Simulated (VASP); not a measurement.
# TaN (P-62m) in VASP: a series of runs, part 2 of 2

VASP 6.6.1. Earlier steps stand in the parts before.

**3. Single point, LDA**

INCAR

```
SYSTEM = TaN
ALGO = Normal
EDIFF = 1E-6
ENCUT = 600
GGA = CA
GGA_COMPAT = .FALSE.
ISIF = 2
ISMEAR = 0
LASPH = .TRUE.
LCHARG = .FALSE.
LREAL = .FALSE.
LWAVE = .FALSE.
NBANDS = 36
NELM = 120
PREC = Accurate
SIGMA = 0.1
```

KPOINTS

```
k-points
0
G
  5 5 8
  0 0 0
```

POSCAR

```
TaN
1.0
    5.1960000000      0.0000000000      0.0000000000
   -2.5980000000      4.4998679981      0.0000000000
    0.0000000000      0.0000000000      2.9110000000
Ta N
3 3
Direct
    0.3333333333      0.6666666667      0.5000000000
    0.6666666667      0.3333333333      0.5000000000
    0.0000000000      0.0000000000      0.0000000000
    0.3928500000      0.0000000000      0.0000000000
    0.6071500000      0.6071500000      0.0000000000
    0.0000000000      0.3928500000      0.0000000000
```

Potentials or basis: VASP PAW LDA potentials, release 64 (Ta_sv_GW, N).

Launch:

```console
$ cat potpaw_LDA.64/Ta_sv_GW/POTCAR potpaw_LDA.64/N/POTCAR > POTCAR
$ mpirun -np 1 vasp_std > vasp.out
```

OUTCAR:

```text
SYSTEM = TaN
   EDIFF = 1E-6
   ENCUT = 600
   GGA = CA
   ISIF = 2
   ISMEAR = 0
   LASPH = .TRUE.
   LREAL = .FALSE.
   NELM = 120
   PREC = Accurate

 ion  position               nearest neighbor table
   1  0.333  0.667  0.500-   4 2.16   4 2.16   6 2.16   6 2.16   5 2.16   5 2.16   2 3.00   2 3.00
                             2 3.00
   2  0.667  0.333  0.500-   6 2.16   6 2.16   4 2.16   4 2.16   5 2.16   5 2.16   1 3.00   1 3.00
                             1 3.00
   3  0.000  0.000  0.000-   4 2.04   5 2.04   6 2.04
   4  0.393  0.000  0.000-   3 2.04   1 2.16   1 2.16   2 2.16   2 2.16
   5  0.607  0.607  0.000-   3 2.04   1 2.16   1 2.16   2 2.16   2 2.16
   6  0.000  0.393  0.000-   3 2.04   2 2.16   2 2.16   1 2.16   1 2.16

  LATTYP: Found a hexagonal cell.
 ALAT       =     5.1960000000
 C/A-ratio  =     0.5602386451

  Lattice vectors:

 A1 = (   5.1960000000,   0.0000000000,   0.0000000000)
 A2 = (  -2.5980000000,   4.4998679981,   0.0000000000)
 A3 = (   0.0000000000,   0.0000000000,   2.9110000000)

Analysis of symmetry for initial positions (statically):
=====================================================================
 Subroutine PRICEL returns:
 Original cell was already a primitive cell.

 Routine SETGRP: Setting up the symmetry group for a
 hexagonal supercell.

 Subroutine GETGRP returns: Found 12 space group operations
 (whereof 12 operations were pure point group operations)
 out of a pool of 24 trial point group operations.

The static configuration has the point symmetry D_3h.

Analysis of symmetry for dynamics (positions and initial velocities):
=====================================================================
 Subroutine PRICEL returns:
 Original cell was already a primitive cell.

 Routine SETGRP: Setting up the symmetry group for a
 hexagonal supercell.

 Subroutine GETGRP returns: Found 12 space group operations
 (whereof 12 operations were pure point group operations)
 out of a pool of 24 trial point group operations.

The dynamic configuration has the point symmetry D_3h.

 Subroutine INISYM returns: Found 12 space group operations
 (whereof 12 operations are pure point group operations),
 and found     1 'primitive' translations

----------------------------------------------------------------------------------------

                                     Primitive cell

  volume of cell :      68.0630

  direct lattice vectors                    reciprocal lattice vectors
     5.196000000  0.000000000  0.000000000     0.192455735  0.111114371  0.000000000
    -2.598000000  4.499867998  0.000000000     0.000000000  0.222228741  0.000000000
     0.000000000  0.000000000  2.911000000     0.000000000  0.000000000  0.343524562

  length of vectors
     5.196000000  5.196000000  2.911000000     0.222228741  0.222228741  0.343524562

  position of ions in fractional coordinates (direct lattice)
     0.333333333  0.666666667  0.500000000
     0.666666667  0.333333333  0.500000000
     0.000000000  0.000000000  0.000000000
     0.392850000  0.000000000  0.000000000
     0.607150000  0.607150000  0.000000000
     0.000000000  0.392850000  0.000000000

  ion indices of the primitive-cell ions
   primitive index   ion index
                 1           1
[... 26 lines left out ...]

 Subroutine IBZKPT returns following result:
 ===========================================

 Found     25 irreducible k-points:

 Following reciprocal coordinates:
            Coordinates               Weight
  0.000000  0.000000  0.000000      1.000000
  0.200000  0.000000  0.000000      6.000000
  0.400000  0.000000  0.000000      6.000000
  0.200000  0.200000  0.000000      6.000000
  0.400000  0.200000  0.000000      6.000000
  0.000000  0.000000  0.125000      2.000000
[... 16 lines left out ...]
  0.400000  0.000000  0.500000      6.000000
  0.200000  0.200000  0.500000      6.000000
   k-points           NKPTS =     25   k-points in BZ     NKDIM =     25   number of bands    NBANDS=     36
   number of dos      NEDOS =    301   number of ions     NIONS =      6
   total plane-waves  NPLWV =  42336
   dimension x,y,z NGX =    42 NGY =   42 NGZ =   24
   dimension x,y,z NGXF=    84 NGYF=   84 NGZF=   48
   ions per type =               3   3
   NGX,Y,Z   is equivalent  to a cutoff of  13.44, 13.44, 13.71 a.u.
   NGXF,Y,Z  is equivalent  to a cutoff of  26.88, 26.88, 27.41 a.u.
 SYSTEM =  TaN
   PREC   = accura    normal or accurate (medium, high low for compatibility)
   ISTART =      0    job   : 0-new  1-cont  2-samecut
   ICHARG =      2    charge: 1-file 2-atom 10-const
   ISPIN  =      1    spin polarized calculation?
   LNONCOLLINEAR =      F non collinear calculations
   LSORBIT =      F    spin-orbit coupling
   LASPH  =      T    aspherical Exc in radial PAW
   ENCUT  =  600.0 eV  44.10 Ry    6.64 a.u.  10.38 10.38  5.81*2*pi/ulx,y,z
   NELM   =    120;   NELMIN=  2; NELMDL= -5     # of ELM steps
   EDIFF  = 0.1E-05   stopping-criterion for ELM
   LREAL  =      F    real-space projection
   EDIFFG = 0.1E-04   stopping-criterion for IOM
   NSW    =      0    number of steps for IOM
   IBRION =     -1    ionic relax: 0-MD 1-quasi-New 2-CG
   NFREE  =      0    steps in history (QN), initial steepest desc. (CG)
   ISIF   =      2    stress and relaxation
   ISYM   =      2    0-nonsym 1-usesym 2-fastsym
   POTIM  = 0.5000    time-step for ionic-motion
   TEBEG  =    0.0;   TEEND  =   0.0 temperature during run
   PSTRESS=    0.0 pullay stress
   NELECT =      54.0000    total number of electrons
   NUPDOWN=      -1.0000    fix difference up-down
   EMIN   =  10.00;   EMAX   =-10.00  energy-range for DOS
   EFERMI =   0.00;   METHOD = LEGACY
   ISMEAR =     0;   SIGMA  =   0.10  broadening in eV -4-tet -1-fermi 0-gaus
   EFERMI_NEDOS =   21; number of points for ismear=-14 and -15
   IALGO  =     38    algorithm
   IMIX   =      4    mixing-type and parameters
     AMIX     =   0.40;   BMIX     =  1.00
     AMIX_MAG =   1.60;   BMIX_MAG =  1.00
  volume/ion in A,a.u.               =      11.34        76.55
  Fermi-wavevector in a.u.,A,eV,Ry     =   1.515546  2.863966 31.250934  2.296879
  Thomas-Fermi vector in A             =   2.625055
   LORBIT       =      0    0 simple, 1 ext, 2 COOP (PROOUT), +10 PAW based schemes
   GGA     = CA    functional components
   LHFCALC =     F    Hartree Fock is set to
   AEXX    =    0.0000 exact exchange contribution
   IVDW    =     0    specifies the selected vdW correction
   LEPSILON=     F    determine dielectric tensor
   LRPA    =     F    only Hartree local field effects (RPA)
 non-spin polarized calculation
 Gauss-broadening in eV      SIGMA  =   0.10
  energy-cutoff  :      600.00
  volume of cell :       68.06
 maximum number of plane-waves:      2304
 NGX is ok and might be reduce to    42
   NGX = 21   NGY = 21   NGZ = 11

 number of electron      53.9999997 magnetization

 Free energy of the ion-electron system (eV)
  ---------------------------------------------------
  ext. energy  EPLUGINS =         0.00000000
  ---------------------------------------------------
  free energy    TOTEN  =       -81.63419664 eV

  energy without entropy =      -81.62798350  energy(sigma->0) =      -81.63109007

 E-fermi :  12.2035     XC(G=0): -13.6162

 val. band max:       11.9338602646   @ k =   0.2000   0.0000   0.1250
 cond. band min:      12.2485663182   @ k =   0.2000   0.0000   0.2500
 fundamental gap:      0.3147060537
 Fermi energy:        12.2035489743

 k-point     1 :       0.0000    0.0000    0.0000
  band No.  band energies     occupation
      1     -57.0024      2.00000
      2     -56.9561      2.00000
      3     -56.3672      2.00000
      4     -24.0070      2.00000
      5     -24.0070      2.00000
      6     -23.6509      2.00000
[... 925 lines left out ...]
     35      16.8733      0.00000
     36      17.2396      0.00000

 [... further k-points ...]
[... 5 lines left out ...]
  --------------------------------------------------------------------------------------
  -------------------------------------------------------------------------------------
  Total       -3.4181069     -3.4181069     -4.5797751      0.0000000      0.0000000      0.0000000
  in kB      -80.4609390    -80.4609390   -107.8061683      0.0000000      0.0000000      0.0000000
  external PRESSURE =     -89.5760154 kB  Pullay stress =       0.0000000 kB

 VOLUME and BASIS-vectors are now :
 -----------------------------------------------------------------------------
  energy-cutoff  :      600.00
  volume of cell :       68.06
      direct lattice vectors                 reciprocal lattice vectors
     5.196000000  0.000000000  0.000000000     0.192455735  0.111114371  0.000000000
    -2.598000000  4.499867998  0.000000000     0.000000000  0.222228741  0.000000000
     0.000000000  0.000000000  2.911000000     0.000000000  0.000000000  0.343524562

 POSITION                                       TOTAL-FORCE (eV/Angst)
 -----------------------------------------------------------------------------------
     -0.00000      2.99991      1.45550        -0.000000      0.000000      0.000000
      2.59800      1.49996      1.45550        -0.000000      0.000000      0.000000
      0.00000      0.00000      0.00000        -0.000000      0.000000      0.000000
      2.04125      0.00000      0.00000        -0.067798      0.000000     -0.000000
      1.57738      2.73209      0.00000         0.033899      0.058715      0.000000
     -1.02062      1.76777      0.00000         0.033899     -0.058715      0.000000
 -----------------------------------------------------------------------------------
    total drift:                               -0.000000     -0.000000     -0.000000

  FREE ENERGIE OF THE ION-ELECTRON SYSTEM (eV)
  ---------------------------------------------------
  free  energy   TOTEN  =       -81.6341966444 eV

  energy  without entropy=      -81.6279834997  energy(sigma->0) =      -81.63109007
```

OSZICAR:

```text
N       E                     dE             d eps       ncg     rms          rms(c)
DAV:   1     0.474508237462E+03    0.47451E+03   -0.36099E+04  1800   0.171E+03
DAV:   2    -0.609469637701E+02   -0.53546E+03   -0.52366E+03  2312   0.413E+02
DAV:   3    -0.943424360045E+02   -0.33395E+02   -0.33210E+02  2404   0.101E+02
DAV:   4    -0.951720846739E+02   -0.82965E+00   -0.82894E+00  2448   0.147E+01
DAV:   5    -0.951801231377E+02   -0.80385E-02   -0.80340E-02  2384   0.160E+00    0.971E+01
DAV:   6    -0.820944776647E+02    0.13086E+02   -0.65560E+01  2068   0.345E+01    0.134E+02
DAV:   7    -0.827179525133E+02   -0.62347E+00   -0.37120E+00  2416   0.797E+00    0.107E+02
DAV:   8    -0.825735046129E+02    0.14445E+00   -0.72099E+00  2020   0.106E+01    0.135E+02
DAV:   9    -0.829922849010E+02   -0.41878E+00   -0.82146E-01  2356   0.463E+00    0.309E+02
DAV:  10    -0.855275096673E+02   -0.25352E+01   -0.38364E+01  1996   0.284E+01    0.641E+02
DAV:  11    -0.820737577814E+02    0.34538E+01   -0.80297E+00  1956   0.141E+01    0.222E+02
DAV:  12    -0.816775074743E+02    0.39625E+00   -0.17235E+00  2292   0.609E+00    0.605E+01
DAV:  13    -0.816363400523E+02    0.41167E-01   -0.15022E-01  2300   0.190E+00    0.564E+00
DAV:  14    -0.816343224380E+02    0.20176E-02   -0.21684E-02  2376   0.682E-01    0.506E+00
DAV:  15    -0.816341870166E+02    0.13542E-03   -0.11727E-03  2152   0.163E-01    0.222E-01
DAV:  16    -0.816341993970E+02   -0.12380E-04   -0.83955E-05  2412   0.544E-02    0.917E-01
DAV:  17    -0.816341968839E+02    0.25132E-05   -0.56120E-06  2168   0.141E-02    0.413E-01
DAV:  18    -0.816341966444E+02    0.23948E-06   -0.35017E-07  1184   0.419E-03
   1 F= -.81634197E+02 E0= -.81631090E+02  d E =-.621314E-02
```

stdout:

```text
POSCAR found type information on POSCAR TaN
 POSCAR found :  2 types and       6 ions
 scaLAPACK will be used
 LDA part: xc-table for (Slater(with rela. corr.)+CA(PZ))
 , standard interpolation
 POSCAR, INCAR and KPOINTS ok, starting setup
 FFT: planning ... GRIDC
 FFT: planning ... GRID_SOFT
 FFT: planning ... GRID
 WAVECAR not read
 entering main loop
```

Run time: 80 s. Hardware: 1 thread of Intel Xeon Platinum 8488C (Sapphire Rapids), shared host; peak memory 0.2 GiB.

Results:

- Free energy: -81.6342 eV
- Pressure: -9.0 GPa
- Largest force: 0.068 eV/Å
- Band gap on the k mesh: zero (band 27 reaches 13.89 eV, above the bottom of band 28 at 10.81 eV)

Forces in eV/Å, atoms in the order of the input:
```
Ta   0.000  0.000  0.000
Ta   0.000  0.000  0.000
Ta   0.000  0.000  0.000
N   -0.068  0.000  0.000
N    0.034  0.059  0.000
N    0.034 -0.059  0.000
```

Levels at points of the mesh, in eV from the Fermi level:
| k point | band 24 | band 25 | band 26 | band 27 | band 28 | band 29 | band 30 | band 31 |
| --- | --- | --- | --- | --- | --- | --- | --- | --- |
| (0.00, 0.00, 0.00) | -4.40 | -3.49 | -2.10 | -1.12 | -1.12 | 0.34 | 0.34 | 1.62 |
| (0.00, 0.00, 0.50) | -4.49 | -3.04 | -3.04 | 1.69 | 1.69 | 1.81 | 2.00 | 2.00 |

Caveat: spin-orbit coupling is left out, which moves the levels of the heavy elements.
